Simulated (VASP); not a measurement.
Write the native input for VASP 6.6.1 that does the following.

| Item | Value |
| --- | --- |
| Task | single point |
| Functional | PBE |
| Potentials or basis | VASP PAW PBE potentials, release 64 (K_sv, Ru_sv) |
| Cutoff | 600 eV |
| k mesh | 15 × 15 × 8 |
| Occupations | gaussian, width 0.1 eV |
| Spin | no spin polarisation |
| Dipole correction | no |
| Further INCAR settings | ALGO = Normal; EDIFF = 1e-06; NBANDS = 28 |

The structure of KRu2 lies in POSCAR:

```
KRu2
1.0
    3.7471704962      0.0000000000      0.0000000000
   -1.8735852481      3.2451448420      0.0000000000
    0.0000000000      0.0000000000      6.4789156935
K Ru
1 2
Direct
    0.0000000000      0.0000000000      0.0000000000
    0.6666666667      0.3333333333      0.5694208369
    0.3333333333      0.6666666667      0.4305791631
```

The cell was built from a structure type or drawn by symmetry, and may not be a known phase.

These files were run (other wordings do the same):

INCAR

```
SYSTEM = KRu2
ALGO = Normal
EDIFF = 1E-6
ENCUT = 600
GGA = PE
GGA_COMPAT = .False.
ISIF = 2
ISMEAR = 0
LASPH = .True.
LCHARG = .False.
LREAL = .False.
LWAVE = .False.
NBANDS = 28
NELM = 120
PREC = Accurate
SIGMA = 0.1
```

KPOINTS

```
k-points
0
Gamma
  15 15 8
  0 0 0
```

Potentials or basis: VASP PAW PBE potentials, release 64 (K_sv, Ru_sv).

The run is started by

```bash
$ cat potpaw_PBE.64/K_sv/POTCAR potpaw_PBE.64/Ru_sv/POTCAR > POTCAR
$ mpirun -np 1 vasp_std > vasp.out
```

Results of the run:

```
Pressure               : -0.1 GPa
Largest force          : 0.011 eV/Å
Band gap on the k mesh : zero (an odd number of electrons rules out a gap without spin polarisation)
```

It took 3.9 min on 1 thread of Intel(R) Xeon(R) 6975P-C (Granite Rapids) (shared host), peak memory 0.54 GiB.
